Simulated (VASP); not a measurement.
# MoP (P-6m2) in VASP: further runs

The runs below take MoP through relaxation of cell and atoms, single point, with r2SCAN.

All numbers are computed with VASP 6.6.1; they aren't measurements. Logs are shortened: lines on timing, memory, paths and dates and some standing lists are left out, and cuts for length are marked.

## (1) The cell of the first run

It takes space group P-6m2 (No. 187, hexagonal). The conventional cell has a = 3.223 Å, b = 3.223 Å, c = 3.191 Å, α = 90.00°, β = 90.00°, γ = 120.00°. Within 3.3 Å of Mo (site symmetry -6m2) lie 6 P at 2.45 Å and 8 Mo at 3.19 to 3.22 Å. P (site symmetry -6m2) has 6 Mo at 2.45 Å and 8 P at 3.19 to 3.22 Å within 3.3 Å.

## (2) Relaxation of cell and atoms, r2SCAN

File POSCAR:

```
MoP
1.0
    3.2230000000      0.0000000000      0.0000000000
   -1.6115000000      2.7911998764      0.0000000000
    0.0000000000      0.0000000000      3.1910000000
Mo P
1 1
Direct
    0.0000000000      0.0000000000      0.0000000000
    0.3333333333      0.6666666667      0.5000000000
```

File INCAR.step1:

```
SYSTEM = MoP
  PREC = Accurate
  ENCUT = 550
  ISMEAR = 0
  SIGMA = 0.1
  LREAL = .False.
  LASPH = .True.
  NELM = 120
  GGA = PE
  ALGO = Normal
  EDIFF = 1E-5
  LWAVE = .True.
  LCHARG = .False.
  GGA_COMPAT = .False.
  IBRION = 2
  ISIF = 3
  EDIFFG = -0.005
  NELMIN = 4
  NSW = 100
```

File INCAR.step2:

```
SYSTEM = MoP
  PREC = Accurate
  ENCUT = 550
  EDIFF = 1E-7
  ISMEAR = 0
  SIGMA = 0.1
  LREAL = .False.
  LASPH = .True.
  NELM = 120
  ALGO = Normal
  ISIF = 3
  LWAVE = .False.
  LCHARG = .False.
  METAGGA = R2SCAN
  LMIXTAU = .True.
  IBRION = 2
  NSW = 100
  EDIFFG = -0.005
  ISTART = 1
  GGA_COMPAT = .False.
  NELMIN = 4
```

File KPOINTS:

```
regular mesh
0
Gamma
  15 15 14
  0 0 0
```

Potentials or basis: VASP PAW PBE potentials, release 64 (Mo_sv, P).

Launch:

```
> cat potpaw_PBE.64/Mo_sv/POTCAR potpaw_PBE.64/P/POTCAR > POTCAR
> cp INCAR.step1 INCAR
> mpirun -np 1 vasp_std > vasp.out
> cp INCAR.step2 INCAR
> mpirun -np 1 vasp_std > vasp.out
```

OUTCAR:

```text
SYSTEM = MoP
   PREC = Accurate
   ENCUT = 550
   EDIFF = 1E-7
   ISMEAR = 0
   LREAL = .False.
   LASPH = .True.
   NELM = 120
   ISIF = 3
   METAGGA = R2SCAN
   IBRION = 2
   NSW = 100
   EDIFFG = -0.005
   ISTART = 1
   NELMIN = 4

 ion  position               nearest neighbor table
   1  0.000  0.000  0.000-   2 2.45   2 2.45   2 2.45   2 2.45   2 2.45   2 2.45
   2  0.333  0.667  0.500-   1 2.45   1 2.45   1 2.45   1 2.45   1 2.45   1 2.45

  LATTYP: Found a hexagonal cell.
 ALAT       =     3.2230000000
 C/A-ratio  =     0.9900713621

  Lattice vectors:

 A1 = (   3.2230000000,   0.0000000000,   0.0000000000)
 A2 = (  -1.6115000000,   2.7911998764,   0.0000000000)
 A3 = (   0.0000000000,   0.0000000000,   3.1910000000)

Analysis of symmetry for initial positions (statically):
=====================================================================
 Subroutine PRICEL returns:
 Original cell was already a primitive cell.

 Routine SETGRP: Setting up the symmetry group for a
 hexagonal supercell.

 Subroutine GETGRP returns: Found 12 space group operations
 (whereof 12 operations were pure point group operations)
 out of a pool of 24 trial point group operations.

The static configuration has the point symmetry D_3h.

Analysis of symmetry for dynamics (positions and initial velocities):
=====================================================================
 Subroutine PRICEL returns:
 Original cell was already a primitive cell.

 Routine SETGRP: Setting up the symmetry group for a
 hexagonal supercell.

 Subroutine GETGRP returns: Found 12 space group operations
 (whereof 12 operations were pure point group operations)
 out of a pool of 24 trial point group operations.

The dynamic configuration has the point symmetry D_3h.

 Subroutine INISYM returns: Found 12 space group operations
 (whereof 12 operations are pure point group operations),
 and found     1 'primitive' translations

----------------------------------------------------------------------------------------

                                     Primitive cell

  volume of cell :      28.7064

  direct lattice vectors                    reciprocal lattice vectors
     3.223000000  0.000000000  0.000000000     0.310269935  0.179134430  0.000000000
    -1.611500000  2.791199876  0.000000000     0.000000000  0.358268861  0.000000000
[... 105 lines left out ...]
     AMIX_MAG =   1.60;   BMIX_MAG =  1.00
  volume/ion in A,a.u.               =      14.35        96.86
  Fermi-wavevector in a.u.,A,eV,Ry     =   1.426702  2.696076 27.694378  2.035479
  Thomas-Fermi vector in A             =   2.546951
   LORBIT       =      0    0 simple, 1 ext, 2 COOP (PROOUT), +10 PAW based schemes
   METAGGA = R2SCAN    functional components
   LHFCALC =     F    Hartree Fock is set to
   AEXX    =    0.0000 exact exchange contribution
   IVDW    =     0    specifies the selected vdW correction
   LEPSILON=     F    determine dielectric tensor
   LRPA    =     F    only Hartree local field effects (RPA)
 conjugate gradient relaxation of ions
 non-spin polarized calculation
 Gauss-broadening in eV      SIGMA  =   0.10
  energy-cutoff  :      550.00
  volume of cell :       28.71
 maximum number of plane-waves:       855
 NGX is ok and might be reduce to    28
   NGX = 13   NGY = 13   NGZ = 13

--------------------------------------- Ionic step        1  -------------------------------------------

 number of electron      19.0000001 magnetization

 Free energy of the ion-electron system (eV)
  ---------------------------------------------------
  ext. energy  EPLUGINS =         0.00000000
  ---------------------------------------------------
  free energy    TOTEN  =       -36.46150841 eV

  energy without entropy =      -36.45720908  energy(sigma->0) =      -36.45935874

------------------------ aborting loop because EDIFF is reached ----------------------------------------

  FORCE on cell =-STRESS in cart. coord.  units (eV):
  Direction    XX          YY          ZZ          XY          YZ          ZX
  --------------------------------------------------------------------------------------
  -------------------------------------------------------------------------------------
  Total        0.2968452      0.2968452     -0.0171196      0.0000000      0.0000000      0.0000000
  in kB       16.5677115     16.5677115     -0.9554879      0.0000000      0.0000000      0.0000000
  external PRESSURE =      10.7266450 kB  Pullay stress =       0.0000000 kB
[... 131 lines left out ...]
--------------------------------------- Ionic step        5  -------------------------------------------

 number of electron      19.0000001 magnetization

 Free energy of the ion-electron system (eV)
  ---------------------------------------------------
  ext. energy  EPLUGINS =         0.00000000
  ---------------------------------------------------
  free energy    TOTEN  =       -36.46276493 eV

  energy without entropy =      -36.45841581  energy(sigma->0) =      -36.46059037

 E-fermi :  11.8045     XC(G=0): -13.4902

 val. band max:       11.8031754783   @ k =   0.3333   0.0667   0.1429
 cond. band min:      11.8131641734   @ k =   0.4667   0.0667   0.0714
 fundamental gap:      0.0099886951
 Fermi energy:        11.8044968121

 k-point     1 :       0.0000    0.0000    0.0000
  band No.  band energies     occupation
      1     -51.3195      2.00000
      2     -24.7307      2.00000
      3     -24.5434      2.00000
      4     -24.5434      2.00000
      5      -2.7670      2.00000
      6       7.5928      2.00000
      7       8.3073      2.00000
      8       8.3073      2.00000
      9      11.0920      2.00000
     10      12.0881      0.00006
     11      12.0881      0.00006
     12      16.1486      0.00000
     13      16.1486      0.00000
[... 354 lines left out ...]
  band No.  band energies     occupation
      1     -51.2817      2.00000
      2     -24.8605      2.00000
      3     -24.7031      2.00000
      4     -24.6777      2.00000
      5       0.2068      2.00000
      6       4.6523      2.00000
      7       7.0810      2.00000
      8       7.8186      2.00000
      9      10.6071      2.00000
     10      10.9823      2.00000
     11      12.7945      0.00000
     12      13.6149      0.00000
     13      18.1604      0.00000

 [... further k-points ...]

------------------------ aborting loop because EDIFF is reached ----------------------------------------

  FORCE on cell =-STRESS in cart. coord.  units (eV):
  Direction    XX          YY          ZZ          XY          YZ          ZX
  --------------------------------------------------------------------------------------
  -------------------------------------------------------------------------------------
  Total       -0.0031099     -0.0031099      0.0094837      0.0000000      0.0000000      0.0000000
  in kB       -0.1725826     -0.1725826      0.5262949      0.0000000      0.0000000      0.0000000
  external PRESSURE =       0.0603766 kB  Pullay stress =       0.0000000 kB
[... 17 lines left out ...]
  FREE ENERGIE OF THE ION-ELECTRON SYSTEM (eV)
  ---------------------------------------------------
  free  energy   TOTEN  =       -36.4627649326 eV

  energy  without entropy=      -36.4584158140  energy(sigma->0) =      -36.46059037

 reached required accuracy - stopping structural energy minimisation
```

OUTCAR.step1:

```text
SYSTEM = MoP
   PREC = Accurate
   ENCUT = 550
   ISMEAR = 0
   LREAL = .False.
   LASPH = .True.
   NELM = 120
   GGA = PE
   EDIFF = 1E-5
   IBRION = 2
[... 747 lines left out ...]
  -------------------------------------------------------------------------------------
  Total        0.0049666      0.0049666      0.0003743      0.0000000     -0.0000000     -0.0000000
  in kB        0.2736979      0.2736979      0.0206252      0.0000000     -0.0000000     -0.0000000
  external PRESSURE =       0.1893403 kB  Pullay stress =       0.0000000 kB
[... 17 lines left out ...]
  FREE ENERGIE OF THE ION-ELECTRON SYSTEM (eV)
  ---------------------------------------------------
  free  energy   TOTEN  =       -17.6695632623 eV

  energy  without entropy=      -17.6646210543  energy(sigma->0) =      -17.66709216

 reached required accuracy - stopping structural energy minimisation
```

Wall time 10 min (1 thread of Intel Xeon 6975P-C (Granite Rapids), shared host); peak memory 0.24 GiB.

Results:

* Free energy: -36.4628 eV
* Relaxed volume: 14.44 Å³/atom
* Relaxed cell: a = 3.237 Å, b = 3.237 Å, c = 3.182 Å, α = 90.00°, β = 90.00°, γ = 120.00°
* Space group after relaxing (to 0.1 Å): P-6m2 (No. 187)
* Energy gained by relaxing: 0.6 meV/atom
* Ionic steps: 5
* Pressure after relaxing: 0.0 GPa
* Band gap on the k mesh: zero (an odd number of electrons rules out a gap without spin polarisation)

The path:
```tsv
step	energy change (eV)	largest force (eV/Å)	pressure (GPa)	volume (Å³)
1	0.0000	0.0000	1.07	28.71
2	0.0001	0.0000	-1.84	29.11
3	-0.0010	0.0000	-0.38	28.90
4	-0.0012	0.0000	0.24	28.85
5	-0.0013	0.0000	0.01	28.87
```

Final structure:
```
Mo P
1.0
     3.23674    0.00000    0.00000
    -1.61837    2.80310    0.00000
     0.00000    0.00000    3.18209
Mo P
1 1
Direct
  0.00000 0.00000 0.00000
  0.33333 0.66667 0.50000
```

Levels at points of the mesh, in eV from the Fermi level:
| k point | band 8 | band 9 | band 10 | band 11 | band 12 | band 13 |
| --- | --- | --- | --- | --- | --- | --- |
| (0.00, 0.00, 0.00) | -3.50 | -0.71 | 0.28 | 0.28 | 4.34 | 4.34 |
| (0.00, 0.00, 0.50) | -2.94 | -1.71 | -1.71 | 1.62 | 3.08 | 3.08 |

Caveat: the PAW data sets were made with another functional, which shifts forces and pressure a little.

[end of part 1 of 2]
